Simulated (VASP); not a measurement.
# NbTe (P-6m2) in VASP: a series of runs, part 2 of 2

VASP 6.6.1. Earlier steps stand in the parts before.

## Step 3: Single point, PBE

This run uses another cell than the first one, of 21.39 Å³/atom, 1.026 times its volume.

Input file INCAR:

```
PREC     = Accurate       # precision mode
ENCUT    = 520            # plane-wave cutoff, eV
EDIFF    = 1E-6           # SCF threshold, eV
ISMEAR   = -1             # smearing method
SIGMA    = 0.15           # smearing width, eV
LREAL    = False          # projectors in reciprocal space
LASPH    = True           # aspherical terms in the spheres
NELM     = 80             # most SCF steps
ALGO     = Normal         # electronic algorithm
ISIF     = 2              # what is computed and relaxed
LWAVE    = False          # write WAVECAR
LCHARG   = False          # write CHGCAR
GGA      = PE             # functional
NBANDS   = 16             # bands
```

Input file KPOINTS:

```
Automatic mesh
0
Gamma
  9 9 8
```

Input file POSCAR:

```
NbTe
1.0
    3.6718551002      0.0000000000      0.0000000000
   -1.8359275501      3.1799202385      0.0000000000
    0.0000000000      0.0000000000      3.6631657423
Nb Te
1 1
Direct
    0.0000000000      0.0000000000      0.5000000000
    0.6666666667      0.3333333333      0.0000000000
```

Potentials or basis: VASP PAW PBE potentials, release 64 (Nb_sv, Te).

On the command line:

```sh
$ cat potpaw_PBE.64/Nb_sv/POTCAR potpaw_PBE.64/Te/POTCAR > POTCAR
$ mpirun -np 1 vasp_std > vasp.out
```

OUTCAR:

```text
PREC = Accurate
   ENCUT = 520
   EDIFF = 1E-6
   ISMEAR = -1
   LREAL = False
   LASPH = True
   NELM = 80
   ISIF = 2
   GGA = PE

 ion  position               nearest neighbor table
   1  0.000  0.000  0.500-   2 2.80   2 2.80   2 2.80   2 2.80   2 2.80   2 2.80
   2  0.667  0.333  0.000-   1 2.80   1 2.80   1 2.80   1 2.80   1 2.80   1 2.80

  LATTYP: Found a hexagonal cell.
 ALAT       =     3.6718551002
 C/A-ratio  =     0.9976335237

  Lattice vectors:

 A1 = (   3.6718551002,   0.0000000000,   0.0000000000)
 A2 = (  -1.8359275501,   3.1799202385,   0.0000000000)
 A3 = (   0.0000000000,   0.0000000000,   3.6631657423)

Analysis of symmetry for initial positions (statically):
=====================================================================
 Subroutine PRICEL returns:
 Original cell was already a primitive cell.

 Routine SETGRP: Setting up the symmetry group for a
 hexagonal supercell.

 Subroutine GETGRP returns: Found 12 space group operations
 (whereof 12 operations were pure point group operations)
 out of a pool of 24 trial point group operations.

The static configuration has the point symmetry D_3h.

Analysis of symmetry for dynamics (positions and initial velocities):
=====================================================================
 Subroutine PRICEL returns:
 Original cell was already a primitive cell.

 Routine SETGRP: Setting up the symmetry group for a
 hexagonal supercell.

 Subroutine GETGRP returns: Found 12 space group operations
 (whereof 12 operations were pure point group operations)
 out of a pool of 24 trial point group operations.

The dynamic configuration has the point symmetry D_3h.

 Subroutine INISYM returns: Found 12 space group operations
 (whereof 12 operations are pure point group operations),
 and found     1 'primitive' translations

----------------------------------------------------------------------------------------
[... 111 lines left out ...]
   IMIX   =      4    mixing-type and parameters
     AMIX     =   0.40;   BMIX     =  1.00
     AMIX_MAG =   1.60;   BMIX_MAG =  1.00
  volume/ion in A,a.u.               =      21.39       144.32
  Fermi-wavevector in a.u.,A,eV,Ry     =   1.249127  2.360508 21.229418  1.560318
  Thomas-Fermi vector in A             =   2.383182
   LORBIT       =      0    0 simple, 1 ext, 2 COOP (PROOUT), +10 PAW based schemes
   GGA     = PE    functional components
   LHFCALC =     F    Hartree Fock is set to
   AEXX    =    0.0000 exact exchange contribution
   IVDW    =     0    specifies the selected vdW correction
   LEPSILON=     F    determine dielectric tensor
   LRPA    =     F    only Hartree local field effects (RPA)
 non-spin polarized calculation
  energy-cutoff  :      520.00
  volume of cell :       42.77
 maximum number of plane-waves:      1177
 NGX is ok and might be reduce to    28
   NGX = 13   NGY = 13   NGZ = 13

 number of electron      18.9999998 magnetization

 Free energy of the ion-electron system (eV)
  ---------------------------------------------------
  ext. energy  EPLUGINS =         0.00000000
  ---------------------------------------------------
  free energy    TOTEN  =       -13.67725659 eV

  energy without entropy =      -13.57370937  energy(sigma->0) =      -13.62548298

 E-fermi :  11.3834     XC(G=0): -11.3995

 val. band max:       11.3765674918   @ k =   0.1111   0.1111   0.0000
 cond. band min:      11.3842173484   @ k =   0.2222   0.0000   0.0000
 fundamental gap:      0.0076498566
 Fermi energy:        11.3834246026

 k-point     1 :       0.0000    0.0000    0.0000
  band No.  band energies     occupation
      1     -44.1621      2.00000
      2     -20.3656      2.00000
      3     -20.1703      2.00000
      4     -20.1703      2.00000
      5      -3.0019      2.00000
      6       8.1828      2.00000
[... 433 lines left out ...]
      3     -20.2821      2.00000
      4     -20.2591      2.00000
      5      -0.9625      2.00000
      6       5.0155      2.00000
[... 8 lines left out ...]
     15      18.6486      0.00000
     16      18.8740      0.00000

 [... further k-points ...]

------------------------ aborting loop because EDIFF is reached ----------------------------------------

  FORCE on cell =-STRESS in cart. coord.  units (eV):
  Direction    XX          YY          ZZ          XY          YZ          ZX
  --------------------------------------------------------------------------------------
  -------------------------------------------------------------------------------------
  Total        0.6028053      0.6028055      0.9483269      0.0000000     -0.0000000      0.0000000
  in kB       22.5802792     22.5802854     35.5230554      0.0000000     -0.0000000      0.0000000
  external PRESSURE =      26.8945400 kB  Pullay stress =       0.0000000 kB

 VOLUME and BASIS-vectors are now :
 -----------------------------------------------------------------------------
  energy-cutoff  :      520.00
  volume of cell :       42.77
      direct lattice vectors                 reciprocal lattice vectors
     3.671855100  0.000000000  0.000000000     0.272341901  0.157236648  0.000000000
    -1.835927550  3.179920238  0.000000000     0.000000000  0.314473296  0.000000000
     0.000000000  0.000000000  3.663165742     0.000000000  0.000000000  0.272987921

 POSITION                                       TOTAL-FORCE (eV/Angst)
 -----------------------------------------------------------------------------------
      0.00000      0.00000      1.83158        -0.000000      0.000000      0.000000
      1.83593      1.05997      0.00000         0.000000     -0.000000      0.000000
 -----------------------------------------------------------------------------------
    total drift:                               -0.000000     -0.000007      0.000000

  FREE ENERGIE OF THE ION-ELECTRON SYSTEM (eV)
  ---------------------------------------------------
  free  energy   TOTEN  =       -13.6772565877 eV

  energy  without entropy=      -13.5737093723  energy(sigma->0) =      -13.62548298
```

OSZICAR:

```text
N       E                     dE             d eps       ncg     rms          rms(c)
DAV:   1     0.150375395468E+03    0.15038E+03   -0.96127E+03  1928   0.109E+03
DAV:   2    -0.406039895119E+01   -0.15444E+03   -0.15070E+03  2456   0.369E+02
DAV:   3    -0.138646861472E+02   -0.98043E+01   -0.96624E+01  3608   0.688E+01
DAV:   4    -0.140758351324E+02   -0.21115E+00   -0.21079E+00  2216   0.981E+00
DAV:   5    -0.140832106262E+02   -0.73755E-02   -0.73740E-02  3232   0.188E+00    0.728E+00
DAV:   6    -0.137026486954E+02    0.38056E+00   -0.12422E+00  2960   0.957E+00    0.323E+00
DAV:   7    -0.136828239204E+02    0.19825E-01   -0.68278E-02  2328   0.191E+00    0.169E+00
DAV:   8    -0.136771292742E+02    0.56946E-02   -0.19774E-02  2800   0.983E-01    0.222E-01
DAV:   9    -0.136771986679E+02   -0.69394E-04   -0.17818E-03  2584   0.323E-01    0.127E-01
DAV:  10    -0.136772618322E+02   -0.63164E-04   -0.27328E-04  2760   0.168E-01    0.223E-02
DAV:  11    -0.136772571729E+02    0.46593E-05   -0.18977E-05  2768   0.436E-02    0.150E-02
DAV:  12    -0.136772565877E+02    0.58517E-06   -0.12627E-06  1928   0.115E-02
   1 F= -.13677257E+02 E0= -.13625483E+02  d E =-.103547E+00
```

stdout:

```text
POSCAR found type information on POSCAR NbTe
 POSCAR found :  2 types and       2 ions
 scaLAPACK will be used
 LDA part: xc-table for (Slater+PW92), standard interpolation
 POSCAR, INCAR and KPOINTS ok, starting setup
 FFT: planning ... GRIDC
 FFT: planning ... GRID_SOFT
 FFT: planning ... GRID
 WAVECAR not read
 entering main loop
```

Wall time 31 s (1 thread of Intel Xeon 6975P-C, shared host); peak memory 0.19 GiB.

What came out:

```yaml
Free_energy: -13.6773 eV
Pressure: 2.7 GPa
```

Caveat: spin-orbit coupling is left out, which moves the levels of the heavy elements.

## Step 4: Single point, PBE

This run uses another cell than the first one, of 21.93 Å³/atom, 1.053 times its volume.

INCAR is that of step 3.

Input file KPOINTS:

```
regular mesh
0
Gamma
  9 9 8
```

Input file POSCAR:

```
NbTe
1.0
    3.7029740000      0.0000000000      0.0000000000
   -1.8514870000      3.2068700000      0.0000000000
    0.0000000000      0.0000000000      3.6942110000
Nb Te
1 1
Direct
    0.0000000000      0.0000000000      0.5000000000
    0.6666666667      0.3333333333      0.0000000000
```

On the command line:

```sh
$ cat potpaw_PBE.64/Nb_sv/POTCAR potpaw_PBE.64/Te/POTCAR > POTCAR
$ mpirun -np 1 vasp_std > vasp.out
```

It took 36 s on 1 thread of Intel Xeon 6975P-C, shared host; peak memory 0.18 GiB.

Results (log left out):

```yaml
Free_energy: -13.6848 eV
Pressure: -0.5 GPa
```

Stress tensor (GPa, compression positive):
```
-0.61  0.00  0.00
 0.00 -0.61  0.00
 0.00  0.00 -0.19
```

Levels at points of the mesh, in eV from the Fermi level:
```tsv
k point	band 7	band 8	band 9	band 10	band 11	band 12	band 13	band 14
(0.00, 0.00, 0.00)	-3.13	-2.98	-2.32	0.14	0.14	2.46	2.46	2.87
(0.00, 0.00, 0.50)	-2.60	-2.60	-0.95	-0.95	0.68	1.67	1.67	5.30
```

Caveat: spin-orbit coupling is left out, which moves the levels of the heavy elements.

## Step 5: Single point, PBE

This run uses another cell than the first one, of 22.48 Å³/atom, 1.079 times its volume.

Input file INCAR:

```
SYSTEM = NbTe
PREC = Accurate ; ENCUT = 520
EDIFF = 1E-6 ; ISMEAR = -1
SIGMA = 0.15 ; LREAL = .FALSE.
LASPH = .TRUE. ; NELM = 100
ALGO = Normal ; ISIF = 2
LWAVE = .FALSE. ; LCHARG = .TRUE.
GGA = PE ; LELF = .TRUE.
LVHAR = .TRUE. ; NBANDS = 16
```

Input file KPOINTS:

```
regular mesh
0
G
  9 9 8
  0 0 0
```

Input file POSCAR:

```
NbTe
1.0
    3.7335784788      0.0000000000      0.0000000000
   -1.8667892394      3.2333742598      0.0000000000
    0.0000000000      0.0000000000      3.7247430540
Nb Te
1 1
Direct
    0.0000000000      0.0000000000      0.5000000000
    0.6666666667      0.3333333333      0.0000000000
```

On the command line:

```sh
$ cat potpaw_PBE.64/Nb_sv/POTCAR potpaw_PBE.64/Te/POTCAR > POTCAR
$ mpirun -np 1 vasp_std > vasp.out
```

Wall time 38 s (1 thread of Intel Xeon 6975P-C, shared host); peak memory 0.19 GiB.

The run converged. Its results:

```
Free energy : -13.6722 eV
Pressure    : -3.2 GPa
```

Stress tensor (GPa, compression positive):
```
-3.10  0.00  0.00
 0.00 -3.10  0.00
 0.00  0.00 -3.44
```

Levels at points of the mesh, in eV from the Fermi level:
| k point | band 8 | band 9 | band 10 | band 11 | band 12 | band 13 |
| --- | --- | --- | --- | --- | --- | --- |
| (0.00, 0.00, 0.00) | -2.87 | -2.32 | 0.14 | 0.14 | 2.36 | 2.36 |
| (0.00, 0.00, 0.50) | -2.55 | -0.92 | -0.92 | 0.65 | 1.62 | 1.62 |

Caveat: spin-orbit coupling is left out, which moves the levels of the heavy elements.

## Step 6: Overview

```tsv
cell	gap on the mesh (eV)	pressure (GPa)
a = 3.640, b = 3.640, c = 3.632 Å, angles 90.0, 90.0, 120.0°, 2 atoms	none	6.3
a = 3.672, b = 3.672, c = 3.663 Å, angles 90.0, 90.0, 120.0°, 2 atoms	none	2.7
a = 3.703, b = 3.703, c = 3.694 Å, angles 90.0, 90.0, 120.0°, 2 atoms	none	-0.5
a = 3.734, b = 3.734, c = 3.725 Å, angles 90.0, 90.0, 120.0°, 2 atoms	none	-3.2
```

Alike in all rows: task single point; level PBE; potentials or basis VASP PAW PBE potentials, release 64 (Nb_sv, Te); no spin polarisation; k mesh 9 × 9 × 8; cutoff (eV) 520; smearing fermi-dirac 0.15 eV.

Caveats: spin-orbit coupling is left out, which moves the levels of the heavy elements.

Total energies depend on the potentials used, so only differences within one code and one set of settings carry meaning.
